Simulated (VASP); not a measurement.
# Al4CN4 in VASP: a series of runs

Runs on Al4CN4. Level: PBE. Tasks: single point.

Everything below comes from runs of VASP 6.6.1. Logs are shortened: lines on timing, memory, paths and dates and some standing lists are left out, and cuts for length are marked.

## Step 1: The cell of the first run

The cell holds a slab with vacuum, 9 atoms: a = 3.130 Å, b = 5.017 Å, c = 19.062 Å, α = 90.00°, β = 90.00°, γ = 90.00°.

## Step 2: Single point, PBE, collinear spin

The input, INCAR:

```
PREC = Accurate ; ENCUT = 520
EDIFF = 1E-7 ; ISMEAR = 0
SIGMA = 0.05 ; LREAL = F
LASPH = T ; NELM = 150
ALGO = Normal ; ISIF = 2
LWAVE = F ; LCHARG = T
ISPIN = 2 ; MAGMOM = 0 0 0 0 0 0 0 0 2
LORBIT = 11 ; LDIPOL = T
IDIPOL = 3 ; DIPOL = 0.5 0.5 0.322
GGA = PE ; LELF = T
LVHAR = T ; LVACPOTAV = T
NBANDS = 32
```

The input, KPOINTS:

```
regular mesh
0
Gamma
  9 6 1
```

The input, POSCAR:

```
Al4CN4
1.0
    3.1297683445      0.0000000000      0.0000000000
    0.0000000000      5.0173032419      0.0000000000
    0.0000000000      0.0000000000     19.0620320396
Al N C
4 4 1
Direct
    0.0000000000      0.9982714950      0.2098412169
    0.5000000000      0.4982714950      0.2572383830
    0.5000000000      0.9915197257      0.3577010219
    0.0000000000      0.4624332462      0.3868097530
    0.0000000000      0.6167285050      0.2098412169
    0.5000000000      0.1167285050      0.2572383830
    0.5000000000      0.6143669392      0.3564124135
    0.0000000000      0.1112303975      0.3967065014
    0.1666666667      0.1112303975      0.4668844134
```

Potentials or basis: VASP PAW PBE potentials, release 64 (Al, N, C).

Started as:

```bash
$ cat potpaw_PBE.64/Al/POTCAR potpaw_PBE.64/N/POTCAR potpaw_PBE.64/C/POTCAR > POTCAR
$ mpirun -np 1 vasp_std > vasp.out
```

OUTCAR:

```text
PREC = Accurate
   ENCUT = 520
   EDIFF = 1E-7
   ISMEAR = 0
   LREAL = F
   LASPH = T
   NELM = 150
   ISIF = 2
   ISPIN = 2
   LORBIT = 11
   GGA = PE

 ion  position               nearest neighbor table
   1  0.000  0.998  0.210-   6 1.90   6 1.90   5 1.91   2 3.09   2 3.09   2 3.09   2 3.09   3 3.22
                             3 3.22
   2  0.500  0.498  0.257-   5 1.90   5 1.90   6 1.91   7 1.98   4 2.93   4 2.93   1 3.09   1 3.09
                             1 3.09   1 3.09   3 3.13   3 3.18
   3  0.500  0.992  0.358-   8 1.83   8 1.83   7 1.89   6 2.02   9 2.40   4 2.89   4 2.89   2 3.13
                             4 3.13   4 3.13   2 3.18   1 3.22   1 3.22
   4  0.000  0.462  0.387-   8 1.77   7 1.83   7 1.83   9 2.39   3 2.89   3 2.89   2 2.93   2 2.93
                             3 3.13   3 3.13
   5  0.000  0.617  0.210-   2 1.90   2 1.90   1 1.91
   6  0.500  0.117  0.257-   1 1.90   1 1.90   2 1.91   3 2.02
   7  0.500  0.614  0.356-   4 1.83   4 1.83   3 1.89   2 1.98
   8  0.000  0.111  0.397-   9 1.44   4 1.77   3 1.83   3 1.83
   9  0.167  0.111  0.467-   8 1.44   4 2.39   3 2.40

  LATTYP: Found a simple orthorhombic cell.
 ALAT       =     3.1297683445
 B/A-ratio  =     1.6030909287
 C/A-ratio  =     6.0905568532

  Lattice vectors:

 A1 = (   3.1297683445,   0.0000000000,   0.0000000000)
 A2 = (   0.0000000000,   5.0173032419,   0.0000000000)
 A3 = (   0.0000000000,   0.0000000000,  19.0620320396)

Analysis of symmetry for initial positions (statically):
=====================================================================
 Subroutine PRICEL returns:
 Original cell was already a primitive cell.

 Routine SETGRP: Setting up the symmetry group for a
 simple orthorhombic supercell.

 Subroutine GETGRP returns: Found  1 space group operations
 (whereof  1 operations were pure point group operations)
 out of a pool of  8 trial point group operations.

The static configuration has the point symmetry C_1 .

Analysis of symmetry for dynamics (positions and initial velocities):
=====================================================================
 Subroutine PRICEL returns:
 Original cell was already a primitive cell.

 Routine SETGRP: Setting up the symmetry group for a
 simple orthorhombic supercell.

 Subroutine GETGRP returns: Found  1 space group operations
 (whereof  1 operations were pure point group operations)
 out of a pool of  8 trial point group operations.

The dynamic configuration has the point symmetry C_1 .

Analysis of structural, dynamic, and magnetic symmetry:
=====================================================================
 Subroutine PRICEL returns:
 Original cell was already a primitive cell.

 Routine SETGRP: Setting up the symmetry group for a
 simple orthorhombic supercell.

 Subroutine GETGRP returns: Found  1 space group operations
 (whereof  1 operations were pure point group operations)
 out of a pool of  8 trial point group operations.

The overall configuration has the point symmetry C_1 .

 Subroutine INISYM returns: Found  1 space group operations
 (whereof  1 operations are pure point group operations),
 and found     1 'primitive' translations

----------------------------------------------------------------------------------------

                                     Primitive cell

  volume of cell :     299.3310

  direct lattice vectors                    reciprocal lattice vectors
     3.129768344  0.000000000  0.000000000     0.319512465  0.000000000  0.000000000
     0.000000000  5.017303242  0.000000000     0.000000000  0.199310257  0.000000000
     0.000000000  0.000000000 19.062032040     0.000000000  0.000000000  0.052460304

  length of vectors
     3.129768344  5.017303242 19.062032040     0.319512465  0.199310257  0.052460304

  position of ions in fractional coordinates (direct lattice)
     0.000000000  0.998271495  0.209841217
     0.500000000  0.498271495  0.257238383
     0.500000000  0.991519726  0.357701022
     0.000000000  0.462433246  0.386809753
     0.000000000  0.616728505  0.209841217
     0.500000000  0.116728505  0.257238383
     0.500000000  0.614366939  0.356412414
     0.000000000  0.111230398  0.396706501
     0.166666667  0.111230398  0.466884413

  ion indices of the primitive-cell ions
   primitive index   ion index
                 1           1
                 2           2
                 3           3
                 4           4
                 5           5
                 6           6
                 7           7
                 8           8
                 9           9

----------------------------------------------------------------------------------------

 KPOINTS: regular mesh

Automatic generation of k-mesh.
 Grid dimensions read from file:
 generate k-points for:    9    6    1

 Generating k-lattice:

  Cartesian coordinates                     Fractional coordinates (reciprocal lattice)
     0.035501385  0.000000000  0.000000000     0.111111111  0.000000000  0.000000000
     0.000000000  0.033218376  0.000000000     0.000000000  0.166666667  0.000000000
     0.000000000  0.000000000  0.052460304     0.000000000  0.000000000  1.000000000

  Length of vectors
     0.035501385  0.033218376  0.052460304

  Shift w.r.t. Gamma in fractional coordinates (k-lattice)
     0.000000000  0.000000000  0.000000000

 Subroutine IBZKPT returns following result:
 ===========================================

 Found     28 irreducible k-points:

 Following reciprocal coordinates:
            Coordinates               Weight
  0.000000  0.000000  0.000000      1.000000
  0.111111  0.000000  0.000000      2.000000
  0.222222  0.000000  0.000000      2.000000
  0.333333  0.000000  0.000000      2.000000
  0.444444  0.000000  0.000000      2.000000
  0.000000  0.166667  0.000000      2.000000
[... 16 lines left out ...]
  0.444444 -0.333333  0.000000      2.000000
  0.000000  0.500000  0.000000      1.000000
 [... further k-points ...]
   k-points           NKPTS =     28   k-points in BZ     NKDIM =     28   number of bands    NBANDS=     32
   number of dos      NEDOS =    301   number of ions     NIONS =      9
   total plane-waves  NPLWV = 138240
   dimension x,y,z NGX =    24 NGY =   40 NGZ =  144
   dimension x,y,z NGXF=    48 NGYF=   80 NGZF=  288
   ions per type =               4   4   1
   NGX,Y,Z   is equivalent  to a cutoff of  12.75, 13.25, 12.56 a.u.
   NGXF,Y,Z  is equivalent  to a cutoff of  25.50, 26.51, 25.12 a.u.
 SYSTEM =  unknown system
   PREC   = accura    normal or accurate (medium, high low for compatibility)
   ISTART =      0    job   : 0-new  1-cont  2-samecut
   ICHARG =      2    charge: 1-file 2-atom 10-const
   ISPIN  =      2    spin polarized calculation?
   LNONCOLLINEAR =      F non collinear calculations
   LSORBIT =      F    spin-orbit coupling
   LASPH  =      T    aspherical Exc in radial PAW
   ENCUT  =  520.0 eV  38.22 Ry    6.18 a.u.   5.82  9.33 35.44*2*pi/ulx,y,z
   NELM   =    150;   NELMIN=  2; NELMDL= -5     # of ELM steps
   EDIFF  = 0.1E-06   stopping-criterion for ELM
   LREAL  =      F    real-space projection
   EDIFFG = 0.1E-05   stopping-criterion for IOM
   NSW    =      0    number of steps for IOM
   IBRION =     -1    ionic relax: 0-MD 1-quasi-New 2-CG
   NFREE  =      0    steps in history (QN), initial steepest desc. (CG)
   ISIF   =      2    stress and relaxation
   ISYM   =      2    0-nonsym 1-usesym 2-fastsym
   POTIM  = 0.5000    time-step for ionic-motion
   TEBEG  =    0.0;   TEEND  =   0.0 temperature during run
   PSTRESS=    0.0 pullay stress
   NELECT =      36.0000    total number of electrons
   NUPDOWN=      -1.0000    fix difference up-down
   EMIN   =  10.00;   EMAX   =-10.00  energy-range for DOS
   EFERMI =   0.00;   METHOD = LEGACY
   ISMEAR =     0;   SIGMA  =   0.05  broadening in eV -4-tet -1-fermi 0-gaus
   EFERMI_NEDOS =   21; number of points for ismear=-14 and -15
   IALGO  =     38    algorithm
   IMIX   =      4    mixing-type and parameters
     AMIX     =   0.40;   BMIX     =  1.00
     AMIX_MAG =   1.60;   BMIX_MAG =  1.00
  volume/ion in A,a.u.               =      33.26       224.44
  Fermi-wavevector in a.u.,A,eV,Ry     =   0.808088  1.527064  8.884679  0.653005
  Thomas-Fermi vector in A             =   1.916828
   LORBIT       =     11    0 simple, 1 ext, 2 COOP (PROOUT), +10 PAW based schemes
   GGA     = PE    functional components
   LHFCALC =     F    Hartree Fock is set to
   AEXX    =    0.0000 exact exchange contribution
   IVDW    =     0    specifies the selected vdW correction
   LEPSILON=     F    determine dielectric tensor
   LRPA    =     F    only Hartree local field effects (RPA)
 spin polarized calculation
 Gauss-broadening in eV      SIGMA  =   0.05
  energy-cutoff  :      520.00
  volume of cell :      299.33
 maximum number of plane-waves:      8106
 NGX is ok and might be reduce to    24
   NGX = 11   NGY = 19   NGZ = 71

 dipolmoment           0.000000      0.000000     -0.007108 electrons x Angstroem

 number of electron      35.9999997 magnetization       1.9987230

 dipolmoment           0.000000      0.000000      0.167773 electrons x Angstroem

 Free energy of the ion-electron system (eV)
  ---------------------------------------------------
  ext. energy  EPLUGINS =         0.00000000
  ---------------------------------------------------
  free energy    TOTEN  =       -58.85829265 eV

  energy without entropy =      -58.85417021  energy(sigma->0) =      -58.85623143

 E-fermi :  -0.6528     XC(G=0):  -4.3097

 val. band max:       -0.6626376083   @ k =   0.1111  -0.3333   0.0000
 cond. band min:      -0.6434790016   @ k =   0.0000   0.5000   0.0000
 fundamental gap:      0.0191586067
 Fermi energy:        -0.6527572016

 spin component 1

 k-point     1 :       0.0000    0.0000    0.0000
  band No.  band energies     occupation
      1     -20.4007      1.00000
      2     -17.7544      1.00000
      3     -16.7926      1.00000
      4     -14.6177      1.00000
      5     -11.6119      1.00000
      6      -9.8496      1.00000
[... 781 lines left out ...]
     29       5.7545      0.00000
     30       5.8791      0.00000

 [... further k-points ...]

 spin component 2

 k-point     1 :       0.0000    0.0000    0.0000
  band No.  band energies     occupation
      1     -20.0465      1.00000
      2     -17.6762      1.00000
      3     -16.7559      1.00000
      4     -14.5924      1.00000
      5     -10.8453      1.00000
      6      -9.5477      1.00000
[... 781 lines left out ...]
     29       6.0152      0.00000
     30       6.1120      0.00000

 [... further k-points ...]

 [bands above 30 left out]

------------------------ aborting loop because EDIFF is reached ----------------------------------------

  FORCE on cell =-STRESS in cart. coord.  units (eV):
  Direction    XX          YY          ZZ          XY          YZ          ZX
  --------------------------------------------------------------------------------------
  -------------------------------------------------------------------------------------
  Total        4.4866301      1.6593156     -2.6799062      0.4592377      2.6658308     -1.0876814
  in kB       24.0148076      8.8815312    -14.3442696      2.4580822     14.2689306     -5.8218438
  external PRESSURE =       6.1840231 kB  Pullay stress =       0.0000000 kB

 VOLUME and BASIS-vectors are now :
 -----------------------------------------------------------------------------
  energy-cutoff  :      520.00
  volume of cell :      299.33
      direct lattice vectors                 reciprocal lattice vectors
     3.129768344  0.000000000  0.000000000     0.319512465  0.000000000  0.000000000
     0.000000000  5.017303242  0.000000000     0.000000000  0.199310257  0.000000000
     0.000000000  0.000000000 19.062032040     0.000000000  0.000000000  0.052460304

 POSITION                                       TOTAL-FORCE (eV/Angst)
 -----------------------------------------------------------------------------------
      0.00000      5.00863      4.00000         0.010900     -1.615812      1.217830
      1.56488      2.49998      4.90349        -0.003618      0.915391     -2.574645
      1.56488      4.97476      6.81851         0.194243     -1.366931     -1.897989
      0.00000      2.32017      7.37338         0.193266      1.951523      1.269245
      0.00000      3.09431      4.00000         0.019472      0.534479      1.302067
      1.56488      0.58566      4.90349         0.068531      0.183710      0.585806
      1.56488      3.08247      6.79394         0.048170     -0.093386      0.293010
      0.00000      0.55808      7.56203        -0.091530     -1.269201     -0.279158
      0.52163      0.55808      8.89977        -0.439434      0.760227      0.083834
 -----------------------------------------------------------------------------------
    total drift:                               -0.000092     -0.000538      0.000089

  FREE ENERGIE OF THE ION-ELECTRON SYSTEM (eV)
  ---------------------------------------------------
  free  energy   TOTEN  =       -58.8582926532 eV

  energy  without entropy=      -58.8541702104  energy(sigma->0) =      -58.85623143

 vacuum level on the upper side and lower side of the slab         5.232         3.298

 total charge

# of ion       s       p       d       tot
------------------------------------------
    1        0.384   0.365   0.000   0.750
    2        0.368   0.421   0.000   0.789
    3        0.368   0.436   0.000   0.803
    4        0.382   0.446   0.000   0.828
    5        1.238   2.477   0.000   3.716
    6        1.234   2.570   0.000   3.805
    7        1.230   2.632   0.000   3.862
    8        1.251   2.723   0.000   3.975
    9        0.964   1.248   0.000   2.212
--------------------------------------------------
tot          7.420  13.319   0.000  20.739

 magnetization (x)

# of ion       s       p       d       tot
------------------------------------------
    1        0.018   0.019   0.000   0.037
    2        0.001   0.001   0.000   0.002
    3        0.017   0.022   0.000   0.039
    4        0.003   0.038   0.000   0.042
    5        0.005   0.009   0.000   0.013
    6        0.010   0.008   0.000   0.018
    7        0.004   0.016   0.000   0.020
    8        0.003   0.078   0.000   0.081
    9        0.038   0.581   0.000   0.618
--------------------------------------------------
tot          0.099   0.772   0.000   0.870
```

Run time: 25 min. Hardware: 1 thread of Oxide Virtual Turin-like, shared host; peak memory 0.69 GiB.

What came out:

| Item | Value |
| --- | --- |
| Free energy | -58.8583 eV |
| Largest force | 2.733 eV/Å |
| Band gap on the k mesh | zero (filled and empty bands overlap) |
| Net moment | 2.00 μB per cell |
| Site moments | Al +0.04, +0.00 (each value once); N +0.01, +0.02, +0.08 (each value once); C +0.62 μB |
| Valence electrons inside the program's atomic spheres | Al 0.75, 0.79, 0.80, 0.83; N 3.72, 3.81, 3.86, 3.98; C 2.21 |

Forces on the atoms (eV/Å):
```
Al   0.011 -1.616  1.218
Al  -0.004  0.915 -2.575
Al   0.194 -1.367 -1.898
Al   0.193  1.952  1.269
N    0.019  0.534  1.302
N    0.069  0.184  0.586
N    0.048 -0.093  0.293
N   -0.092 -1.269 -0.279
C   -0.439  0.760  0.084
```

## Step 3: Single point, PBE, collinear spin

The input, INCAR:

```
PREC     = Accurate       # precision mode
ENCUT    = 520            # plane-wave cutoff, eV
EDIFF    = 1E-6           # SCF threshold, eV
ISMEAR   = 0              # smearing method
SIGMA    = 0.05           # smearing width, eV
LREAL    = F              # projectors in reciprocal space
LASPH    = T              # aspherical terms in the spheres
NELM     = 150            # most SCF steps
ALGO     = Normal         # electronic algorithm
ISIF     = 2              # what is computed and relaxed
LWAVE    = F              # write WAVECAR
LCHARG   = F              # write CHGCAR
ISPIN    = 2              # spin polarisation
MAGMOM   = 0 0 0 0 0 0 0 0 2 # initial moments
LORBIT   = 11             # projections on sites
LDIPOL   = T            
IDIPOL   = 3            
DIPOL    = 0.5 0.5 0.322
GGA      = PE             # functional
NBANDS   = 32             # bands
```

The input, KPOINTS:

```
Automatic mesh
0
Gamma
  9 6 1
```

Changes to POSCAR since step 2:

```diff
@@ -16,2 +16,2 @@
     0.0000000000      0.1112303975      0.3967065014
-    0.1666666667      0.1112303975      0.4668844134
+    0.1666666667      0.2778970642      0.4682406256
```

Potentials or basis: VASP PAW PBE potentials, release 64 (Al, N, C).

Started as:

```bash
$ cat potpaw_PBE.64/Al/POTCAR potpaw_PBE.64/N/POTCAR potpaw_PBE.64/C/POTCAR > POTCAR
$ mpirun -np 1 vasp_std > vasp.out
```

Run time: 23 min. Hardware: 1 thread of Oxide Virtual Turin-like, shared host; peak memory 0.68 GiB.

The run converged. Its results:

```
Free energy                                           : -58.8816 eV
Largest force                                         : 3.359 eV/Å
Band gap on the k mesh                                : zero (filled and empty bands overlap)
Net moment                                            : 1.97 μB per cell
Site moments                                          : Al +0.01, +0.00, +0.02, +0.05; N +0.01, +0.03, +0.07 (each value once); C +0.81 μB
Valence electrons inside the program's atomic spheres : Al 0.75, 0.79, 0.80, 0.89; N 3.72, 3.80, 3.87, 3.86; C 2.18
```

Forces in eV/Å, atoms in the order of the input:
```
Al   0.002 -1.711  1.802
Al   0.013  1.117 -1.962
Al   0.023 -1.182 -0.972
Al  -0.384  3.333  0.165
N    0.014  0.664  0.817
N    0.065  0.160 -0.193
N    0.233  0.217 -1.116
N    0.803 -0.723  1.428
C   -0.768 -1.875  0.030
```

Levels at points of the mesh, in eV from the Fermi level:
Spin up:
```csv
k point,band 17,band 18,band 19,band 20,band 21,band 22
"(0.00, 0.00, 0.00)",-1.71,-1.29,-0.22,0.03,2.72,3.14
"(0.00, 0.50, 0.00)",-1.91,-1.54,0.01,0.12,3.07,3.32
```
Spin down:
```tsv
k point	band 13	band 14	band 15	band 16	band 17	band 18	band 19	band 20	band 21	band 22
(0.00, 0.00, 0.00)	-3.52	-3.32	-2.82	-1.87	-1.69	-0.05	0.58	2.27	2.89	3.33
(0.00, 0.50, 0.00)	-3.58	-3.47	-3.03	-2.07	-1.89	0.17	0.59	2.23	3.25	3.58
```

[end of part 1 of 2]
